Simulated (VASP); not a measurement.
# Zr (P6_3/mmc) in VASP: notebook, part 2 of 2

VASP 6.6.1.

## 3. Single point, PBEsol

INCAR

```
SYSTEM = Zr
PREC     = Accurate       ! precision mode
ENCUT    = 520            ! plane-wave cutoff, eV
EDIFF    = 1E-7           ! SCF threshold, eV
ISMEAR   = -1             ! smearing method
SIGMA    = 0.05           ! smearing width, eV
LREAL    = .False.        ! projectors in reciprocal space
LASPH    = .True.         ! aspherical terms in the spheres
NELM     = 80             ! most SCF steps
ALGO     = Normal         ! electronic algorithm
ISIF     = 2              ! what is computed and relaxed
LWAVE    = .False.        ! write WAVECAR
LCHARG   = .True.         ! write CHGCAR
GGA      = PS             ! functional
LELF     = .True.         ! ELF
LVHAR    = .True.       
NBANDS   = 19             ! bands
```

KPOINTS

```
regular mesh
0
Gamma
  14 14 8
  0 0 0
```

POSCAR

```
Zr
1.0
    3.0420225859      0.0000000000      0.0000000000
   -1.5210112929      2.6344688383      0.0000000000
    0.0000000000      0.0000000000      5.0051767430
Zr
2
Direct
    0.3333333333      0.6666666667      0.2500000000
    0.6666666667      0.3333333333      0.7500000000
```

Potentials or basis: VASP PAW PBE potentials, release 64 (Zr_sv).

The run is started by

```
> cat potpaw_PBE.64/Zr_sv/POTCAR > POTCAR
> mpirun -np 1 vasp_std > vasp.out
```

OUTCAR:

```text
SYSTEM = Zr
   PREC = Accurate
   ENCUT = 520
   EDIFF = 1E-7
   ISMEAR = -1
   LREAL = .False.
   LASPH = .True.
   NELM = 80
   ISIF = 2
   GGA = PS

 ion  position               nearest neighbor table
   1  0.333  0.667  0.250-   2 3.06   2 3.06   2 3.06   2 3.06   2 3.06   2 3.06
   2  0.667  0.333  0.750-   1 3.06   1 3.06   1 3.06   1 3.06   1 3.06   1 3.06

  LATTYP: Found a hexagonal cell.
 ALAT       =     3.0420225859
 C/A-ratio  =     1.6453450300

  Lattice vectors:

 A1 = (   3.0420225859,   0.0000000000,   0.0000000000)
 A2 = (  -1.5210112929,   2.6344688383,   0.0000000000)
 A3 = (   0.0000000000,   0.0000000000,   5.0051767430)

Analysis of symmetry for initial positions (statically):
=====================================================================
 Subroutine PRICEL returns:
 Original cell was already a primitive cell.

 Routine SETGRP: Setting up the symmetry group for a
 hexagonal supercell.

 Subroutine GETGRP returns: Found 24 space group operations
 (whereof 12 operations were pure point group operations)
 out of a pool of 24 trial point group operations.

The static configuration has the point symmetry D_3d.
 The point group associated with its full space group is D_6h.

Analysis of symmetry for dynamics (positions and initial velocities):
=====================================================================
 Subroutine PRICEL returns:
 Original cell was already a primitive cell.

 Routine SETGRP: Setting up the symmetry group for a
 hexagonal supercell.

 Subroutine GETGRP returns: Found 24 space group operations
 (whereof 12 operations were pure point group operations)
 out of a pool of 24 trial point group operations.

The dynamic configuration has the point symmetry D_3d.
 The point group associated with its full space group is D_6h.

 Subroutine INISYM returns: Found 24 space group operations
 (whereof 12 operations are pure point group operations),
[... 111 lines left out ...]
   ISMEAR =    -1;   SIGMA  =   0.05  broadening in eV -4-tet -1-fermi 0-gaus
   EFERMI_NEDOS =   21; number of points for ismear=-14 and -15
   IALGO  =     38    algorithm
   IMIX   =      4    mixing-type and parameters
     AMIX     =   0.40;   BMIX     =  1.00
     AMIX_MAG =   1.60;   BMIX_MAG =  1.00
  volume/ion in A,a.u.               =      20.06       135.34
  Fermi-wavevector in a.u.,A,eV,Ry     =   1.379495  2.606868 25.891992  1.903008
  Thomas-Fermi vector in A             =   2.504460
   LORBIT       =      0    0 simple, 1 ext, 2 COOP (PROOUT), +10 PAW based schemes
   GGA     = PS    functional components
   LHFCALC =     F    Hartree Fock is set to
   AEXX    =    0.0000 exact exchange contribution
   IVDW    =     0    specifies the selected vdW correction
   LEPSILON=     F    determine dielectric tensor
   LRPA    =     F    only Hartree local field effects (RPA)
 non-spin polarized calculation
  energy-cutoff  :      520.00
  volume of cell :       40.11
 maximum number of plane-waves:      1099
 NGX is ok and might be reduce to    24
   NGX = 11   NGY = 11   NGZ = 19

 number of electron      24.0000000 magnetization

 Free energy of the ion-electron system (eV)
  ---------------------------------------------------
  ext. energy  EPLUGINS =         0.00000000
  ---------------------------------------------------
  free energy    TOTEN  =       -17.98447965 eV

  energy without entropy =      -17.96816036  energy(sigma->0) =      -17.97632001

 E-fermi :  10.6192     XC(G=0): -11.9023

 val. band max:       10.6113015768   @ k =   0.0714   0.0714   0.0000
 cond. band min:      10.6279329241   @ k =   0.2143   0.0714   0.3750
 fundamental gap:      0.0166313473
 Fermi energy:        10.6192399905

 k-point     1 :       0.0000    0.0000    0.0000
  band No.  band energies     occupation
      1     -37.8631      2.00000
      2     -37.6095      2.00000
      3     -16.6773      2.00000
      4     -15.2958      2.00000
      5     -15.2958      2.00000
      6     -15.1574      2.00000
[... 505 lines left out ...]
      6     -15.7877      2.00000
[... 11 lines left out ...]
     18      15.8673      0.00000
     19      18.3859      0.00000

 [... further k-points ...]

------------------------ aborting loop because EDIFF is reached ----------------------------------------

  FORCE on cell =-STRESS in cart. coord.  units (eV):
  Direction    XX          YY          ZZ          XY          YZ          ZX
  --------------------------------------------------------------------------------------
  -------------------------------------------------------------------------------------
  Total        3.2703392      3.2703392      3.2659213      0.0000000      0.0000000      0.0000000
  in kB      130.6256511    130.6256511    130.4491882      0.0000000      0.0000000      0.0000000
  external PRESSURE =     130.5668302 kB  Pullay stress =       0.0000000 kB

 VOLUME and BASIS-vectors are now :
 -----------------------------------------------------------------------------
  energy-cutoff  :      520.00
  volume of cell :       40.11
      direct lattice vectors                 reciprocal lattice vectors
     3.042022586  0.000000000  0.000000000     0.328728657  0.189791579  0.000000000
    -1.521011293  2.634468838  0.000000000     0.000000000  0.379583158  0.000000000
     0.000000000  0.000000000  5.005176743     0.000000000  0.000000000  0.199793144

 POSITION                                       TOTAL-FORCE (eV/Angst)
 -----------------------------------------------------------------------------------
     -0.00000      1.75631      1.25129        -0.000000     -0.000000      0.000000
      1.52101      0.87816      3.75388         0.000000      0.000000      0.000000
 -----------------------------------------------------------------------------------
    total drift:                                0.000000     -0.000000      0.000000

  FREE ENERGIE OF THE ION-ELECTRON SYSTEM (eV)
  ---------------------------------------------------
  free  energy   TOTEN  =       -17.9844796490 eV

  energy  without entropy=      -17.9681603613  energy(sigma->0) =      -17.97632001
```

OSZICAR:

```text
N       E                     dE             d eps       ncg     rms          rms(c)
DAV:   1     0.216560965541E+03    0.21656E+03   -0.13476E+04  4560   0.128E+03
DAV:   2    -0.221485095012E+01   -0.21878E+03   -0.21449E+03  5213   0.374E+02
DAV:   3    -0.182601829621E+02   -0.16045E+02   -0.15866E+02  8274   0.732E+01
DAV:   4    -0.185879349506E+02   -0.32775E+00   -0.32741E+00  5257   0.113E+01
DAV:   5    -0.185978483271E+02   -0.99134E-02   -0.99115E-02  6724   0.131E+00    0.200E+01
DAV:   6    -0.180717410254E+02    0.52611E+00   -0.78655E-01  5071   0.700E+00    0.860E+00
DAV:   7    -0.179780789016E+02    0.93662E-01   -0.56686E-01  6647   0.513E+00    0.118E+00
DAV:   8    -0.179846009459E+02   -0.65220E-02   -0.42012E-02  5866   0.177E+00    0.155E-01
DAV:   9    -0.179845001827E+02    0.10076E-03   -0.91477E-04  5635   0.272E-01    0.312E-02
DAV:  10    -0.179844784983E+02    0.21684E-04   -0.37199E-05  5967   0.534E-02    0.150E-02
DAV:  11    -0.179844803244E+02   -0.18261E-05   -0.56419E-06  5192   0.232E-02    0.406E-03
DAV:  12    -0.179844796802E+02    0.64413E-06   -0.30735E-07  4629   0.435E-03    0.600E-04
DAV:  13    -0.179844796490E+02    0.31208E-07   -0.10420E-08  2799   0.875E-04
   1 F= -.17984480E+02 E0= -.17976320E+02  d E =-.163193E-01
```

stdout:

```text
POSCAR found type information on POSCAR Zr
 POSCAR found :  1 types and       2 ions
 scaLAPACK will be used
 -----------------------------------------------------------------------------
|                                                                             |
|                                                                             |
|     You enforced a specific xc type in the INCAR file but a different       |
|     I HOPE YOU KNOW WHAT YOU ARE DOING!                                     |
|                                                                             |
 -----------------------------------------------------------------------------

 LDA part: xc-table for (Slater+PW92), standard interpolation
 POSCAR, INCAR and KPOINTS ok, starting setup
 FFT: planning ... GRIDC
 FFT: planning ... GRID_SOFT
 FFT: planning ... GRID
 WAVECAR not read
 entering main loop
```

It took 71 s on 1 thread of Intel Xeon Platinum 8259CL at 2.50GHz (Skylake/Cascade Lake), shared host; peak memory 0.21 GiB.

Results:

```
Free energy            : -17.9845 eV
Pressure               : 13.1 GPa
Band gap on the k mesh : zero (band 12 reaches 11.71 eV, above the bottom of band 13 at 10.33 eV)
```

Caveat: the PAW data sets were made with another functional, which shifts forces and pressure a little.
